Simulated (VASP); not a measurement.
## Al8N: single point with PBE

The system is Al8N, a slab with vacuum.

```
Al N
1.0
     2.85432    0.00000    0.00000
    -1.42716    2.47192    0.00000
     0.00000    0.00000   33.47606
Al N
8 1
Direct
  0.33333 0.66667 0.11949
  0.00000 0.00000 0.18956
  0.66667 0.33333 0.25964
  0.00000 0.00000 0.32971
  0.33333 0.66667 0.39922
  0.00000 0.00000 0.46965
  0.66667 0.33333 0.54010
  0.00000 0.00000 0.61166
  0.55556 0.44444 0.67350
```

```json
{"Program": "VASP 6.6.1", "Task": "single point", "Functional": "PBE", "Potentials or basis": "VASP PAW PBE potentials, release 64 (Al, N)", "Cutoff": "520 eV", "k mesh": "9 × 9 × 1", "Occupations": "gaussian, width 0.1 eV", "Spin": "no spin polarisation", "Dipole correction": "yes", "Further INCAR settings": "ALGO = Normal; EDIFF = 1e-07; NBANDS = 24"}
```

| Quantity | Value |
| --- | --- |
| Largest force | 2.684 eV/Å |

Forces in eV/Å, atoms in the order of the input:
```
Al  -0.002  0.001 -0.109
Al   0.001  0.000  0.041
Al  -0.002  0.001  0.013
Al   0.003 -0.002 -0.029
Al  -0.006  0.004  0.185
Al  -0.008  0.005 -0.153
Al   0.083 -0.048  0.130
Al   0.071 -0.041  2.602
N   -0.139  0.080 -2.680
```

Levels at points of the mesh, in eV from the Fermi level:
| k point | band 12 | band 13 | band 14 | band 15 | band 16 | band 17 |
| --- | --- | --- | --- | --- | --- | --- |
| (0.00, 0.00, 0.00) | -1.09 | 0.34 | 1.21 | 1.31 | 1.90 | 3.34 |

Wall time 5.9 min on 1 thread of AMD EPYC 7R43 64-Core Processor (Zen 3) (shared host), peak memory 0.38 GiB.
